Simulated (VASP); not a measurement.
# MgI2 (P-3m1) in VASP: single point with PBE+D3(BJ)

Aim: the single point of MgI2 with PBE+D3(BJ).

All numbers are computed with VASP 6.6.1; they aren't measurements. Logs are shortened: lines on timing, memory, paths and dates and some standing lists are left out, and cuts for length are marked.

## Step 1: The cell of the first run

Symmetry: P-3m1, No. 164, trigonal system. The conventional cell has a = 4.128 Å, b = 4.128 Å, c = 6.834 Å, α = 90.00°, β = 90.00°, γ = 120.00°. Mg (site symmetry -3m) has 6 I at 2.91 Å within 3.8 Å. Within 3.8 Å of I (site symmetry 3m) lie 3 Mg at 2.91 Å.

## Step 2: Single point, PBE+D3(BJ), non-collinear spin, zero start, spin-orbit coupling

INCAR reads:

```
SYSTEM = MgI2
ALGO = Fast
EDIFF = 1E-6
ENCUT = 520
GGA = PE
GGA_COMPAT = .False.
ISIF = 2
ISMEAR = 0
IVDW = 12
LASPH = .True.
LCHARG = .False.
LORBIT = 11
LORBMOM = .True.
LREAL = .False.
LSORBIT = .True.
LWAVE = .False.
MAGMOM = 0 0 0 0 0 0 0 0 0
NBANDS = 29
NELM = 150
PREC = Accurate
SIGMA = 0.02
```

KPOINTS reads:

```
k-points
0
Gamma
  6 6 4
  0 0 0
```

POSCAR reads:

```
MgI2
1.0
    4.1278530052      0.0000000000      0.0000000000
   -2.0639265026      3.5748255656      0.0000000000
    0.0000000000      0.0000000000      6.8344896817
Mg I
1 2
Direct
    0.0000000000      0.0000000000      0.0000000000
    0.3333333333      0.6666666667      0.7544480392
    0.6666666667      0.3333333333      0.2455519608
```

Potentials or basis: VASP PAW PBE potentials, release 64 (Mg, I).

Started as:

```bash
$ cat potpaw_PBE.64/Mg/POTCAR potpaw_PBE.64/I/POTCAR > POTCAR
$ mpirun -np 1 vasp_ncl > vasp.out
```

OUTCAR:

```text
SYSTEM = MgI2
   EDIFF = 1E-6
   ENCUT = 520
   GGA = PE
   ISIF = 2
   ISMEAR = 0
   IVDW = 12
   LASPH = .True.
   LORBIT = 11
   LREAL = .False.
   LSORBIT = .True.
   NELM = 150
   PREC = Accurate
 IVDW          = 12

 ion  position               nearest neighbor table
   1  0.000  0.000  0.000-   2 2.91   3 2.91   3 2.91   2 2.91   3 2.91   2 2.91
   2  0.333  0.667  0.754-   1 2.91   1 2.91   1 2.91
   3  0.667  0.333  0.246-   1 2.91   1 2.91   1 2.91

  LATTYP: Found a hexagonal cell.
 ALAT       =     4.1278530052
 C/A-ratio  =     1.6557008384

  Lattice vectors:

 A1 = (   4.1278530052,   0.0000000000,   0.0000000000)
 A2 = (  -2.0639265026,   3.5748255656,   0.0000000000)
 A3 = (   0.0000000000,   0.0000000000,   6.8344896817)

Analysis of symmetry for initial positions (statically):
=====================================================================
 Subroutine PRICEL returns:
 Original cell was already a primitive cell.

 Routine SETGRP: Setting up the symmetry group for a
 hexagonal supercell.

 Subroutine GETGRP returns: Found 12 space group operations
 (whereof 12 operations were pure point group operations)
 out of a pool of 24 trial point group operations.

The static configuration has the point symmetry D_3d.

Analysis of symmetry for dynamics (positions and initial velocities):
=====================================================================
 Subroutine PRICEL returns:
 Original cell was already a primitive cell.

 Routine SETGRP: Setting up the symmetry group for a
 hexagonal supercell.

 Subroutine GETGRP returns: Found 12 space group operations
 (whereof 12 operations were pure point group operations)
 out of a pool of 24 trial point group operations.

The dynamic configuration has the point symmetry D_3d.

Analysis of structural, dynamic, and magnetic symmetry:
=====================================================================
 Subroutine PRICEL returns:
 Original cell was already a primitive cell.

 Routine SETGRP: Setting up the symmetry group for a
 hexagonal supercell.

 Subroutine GETGRP returns: Found 12 space group operations
 (whereof 12 operations were pure point group operations)
 out of a pool of 24 trial point group operations.

The overall configuration has the point symmetry D_3d.

[... 930 lines left out ...]
 -----------------------------------------------------------------------------------
      0.00000      0.00000      0.00000        -0.000000      0.000000      0.000000
     -0.00000      2.38322      5.15627         0.000000     -0.000000      0.006597
      2.06393      1.19161      1.67822        -0.000000      0.000000     -0.006597
 -----------------------------------------------------------------------------------
    total drift:                               -0.000000      0.000000     -0.000000

  FREE ENERGIE OF THE ION-ELECTRON SYSTEM (eV)
  ---------------------------------------------------
  free  energy   TOTEN  =        -8.8770876815 eV

  energy  without entropy=       -8.8770876815  energy(sigma->0) =       -8.87708768

 orbital moment (x)

 # of ion     p       d       tot
 ----------------------------------------
  1        -0.000  -0.000  -0.000
  2        -0.000   0.000  -0.000
  3        -0.000   0.000  -0.000
 ----------------------------------------
           -0.000   0.000  -0.000

 orbital moment (y)

 # of ion     p       d       tot
 ----------------------------------------
  1        -0.000   0.000  -0.000
  2        -0.000  -0.000  -0.000
  3        -0.000   0.000  -0.000
 ----------------------------------------
           -0.000   0.000  -0.000

 orbital moment (z)

 # of ion     p       d       tot
 ----------------------------------------
  1         0.000   0.000   0.000
  2         0.000  -0.000  -0.000
  3         0.000   0.000   0.000
 ----------------------------------------
            0.000   0.000   0.000

 Spin-Orbit-Coupling matrix elements

 Ion:    1  E_soc:     -0.0001149
 l=   1
     0.0000000    -0.0000189    -0.0000188
    -0.0000189     0.0000000    -0.0000189
    -0.0000188    -0.0000189     0.0000000
 l=   2
     0.0000000    -0.0000001     0.0000000    -0.0000001    -0.0000002
    -0.0000001     0.0000000    -0.0000001    -0.0000001    -0.0000001
     0.0000000    -0.0000001     0.0000000    -0.0000001     0.0000000
    -0.0000001    -0.0000001    -0.0000001     0.0000000    -0.0000001
    -0.0000002    -0.0000001     0.0000000    -0.0000001     0.0000000
 l=   3
     0.0000000     0.0000000     0.0000000     0.0000000     0.0000000     0.0000000     0.0000000
     0.0000000     0.0000000     0.0000000     0.0000000     0.0000000     0.0000000     0.0000000
     0.0000000     0.0000000     0.0000000     0.0000000     0.0000000     0.0000000     0.0000000
     0.0000000     0.0000000     0.0000000     0.0000000     0.0000000     0.0000000     0.0000000
[... 29 lines left out ...]
 l=   2
     0.0000000    -0.0000080     0.0000000    -0.0000080    -0.0000335
    -0.0000080     0.0000000    -0.0000087     0.0000092    -0.0000080
     0.0000000    -0.0000087     0.0000000    -0.0000087     0.0000000
    -0.0000080     0.0000092    -0.0000087     0.0000000    -0.0000080
    -0.0000335    -0.0000080     0.0000000    -0.0000080     0.0000000
 l=   3
     0.0000000     0.0000000     0.0000000     0.0000000     0.0000000     0.0000000     0.0000000
     0.0000000     0.0000000     0.0000000     0.0000000     0.0000000     0.0000000     0.0000000
     0.0000000     0.0000000     0.0000000     0.0000000     0.0000000     0.0000000     0.0000000
     0.0000000     0.0000000     0.0000000     0.0000000     0.0000000     0.0000000     0.0000000
     0.0000000     0.0000000     0.0000000     0.0000000     0.0000000     0.0000000     0.0000000
     0.0000000     0.0000000     0.0000000     0.0000000     0.0000000     0.0000000     0.0000000
     0.0000000     0.0000000     0.0000000     0.0000000     0.0000000     0.0000000     0.0000000

 total charge

# of ion       s       p       d       tot
------------------------------------------
    1        0.141   0.114   0.029   0.283
    2        1.507   2.825   0.014   4.346
    3        1.507   2.825   0.014   4.346
--------------------------------------------------
tot          3.155   5.764   0.056   8.975

 magnetization (x)

# of ion       s       p       d       tot
------------------------------------------
    1        0.000  -0.000   0.000   0.000
    2        0.000   0.000   0.000   0.000
    3        0.000   0.000   0.000   0.000
--------------------------------------------------
tot          0.000   0.000   0.000   0.000

 magnetization (y)

# of ion       s       p       d       tot
------------------------------------------
    1        0.000   0.000   0.000   0.000
    2        0.000   0.000  -0.000   0.000
    3        0.000  -0.000  -0.000  -0.000
--------------------------------------------------
tot          0.000   0.000  -0.000  -0.000

 magnetization (z)

# of ion       s       p       d       tot
------------------------------------------
    1        0.000  -0.000  -0.000  -0.000
    2        0.000   0.000   0.000   0.000
    3        0.000   0.000   0.000   0.000
--------------------------------------------------
tot          0.000  -0.000  -0.000  -0.000
```

OSZICAR:

```text
N       E                     dE             d eps       ncg     rms          rms(c)
DAV:   1     0.799233328811E+02    0.79923E+02   -0.56900E+03  1392   0.878E+02
DAV:   2    -0.491746388566E+00   -0.80415E+02   -0.74771E+02  1877   0.142E+02
DAV:   3    -0.790804961654E+01   -0.74163E+01   -0.73728E+01  1769   0.462E+01
DAV:   4    -0.807862132944E+01   -0.17057E+00   -0.17052E+00  1808   0.818E+00
DAV:   5    -0.808196884803E+01   -0.33475E-02   -0.33475E-02  1776   0.120E+00    0.627E+00
RMM:   6    -0.795733433014E+01    0.12463E+00   -0.11254E-01  1405   0.149E+00    0.395E+00
RMM:   7    -0.793476306365E+01    0.22571E-01   -0.49998E-02  1496   0.104E+00    0.265E+00
RMM:   8    -0.793510594107E+01   -0.34288E-03   -0.33035E-02  1585   0.933E-01    0.387E-01
RMM:   9    -0.793292212849E+01    0.21838E-02   -0.40889E-03  1582   0.356E-01    0.162E-01
RMM:  10    -0.793293311141E+01   -0.10983E-04   -0.52849E-04  1795   0.153E-01    0.533E-02
RMM:  11    -0.793294209923E+01   -0.89878E-05   -0.14548E-04  1843   0.742E-02    0.256E-02
RMM:  12    -0.793294215529E+01   -0.56064E-07   -0.14933E-05  1892   0.276E-02    0.137E-02
RMM:  13    -0.793294315806E+01   -0.10028E-05   -0.35080E-06  1732   0.146E-02    0.616E-03
RMM:  14    -0.793294294512E+01    0.21294E-06   -0.11727E-06  1516   0.795E-03
   1 F= -.88770877E+01 E0= -.88770877E+01  d E =-.623911E-18  mag=    -0.0000    -0.0000     0.0000
```

It took 2.5 min on 1 thread of Intel Xeon Platinum 8259CL at 2.50GHz (Skylake/Cascade Lake), shared host; peak memory 0.49 GiB.

What came out:

| Item | Value |
| --- | --- |
| Free energy | -8.8771 eV |
| Pressure | 0.0 GPa |
| Largest force | 0.007 eV/Å |
| Net moment | 0.00 μB per cell |
| Valence electrons inside the program's atomic spheres | Mg 0.28; I 4.35 |
| Dispersion energy per atom | -0.315 eV |

Forces in eV/Å, atoms in the order of the input:
```
Mg   0.000  0.000  0.000
I    0.000  0.000  0.007
I    0.000  0.000 -0.007
```

Moments on the atoms (μB; x, y, z):
```
Mg  0.00 0.00 0.00
I   0.00 0.00 0.00
I   0.00 0.00 0.00
```
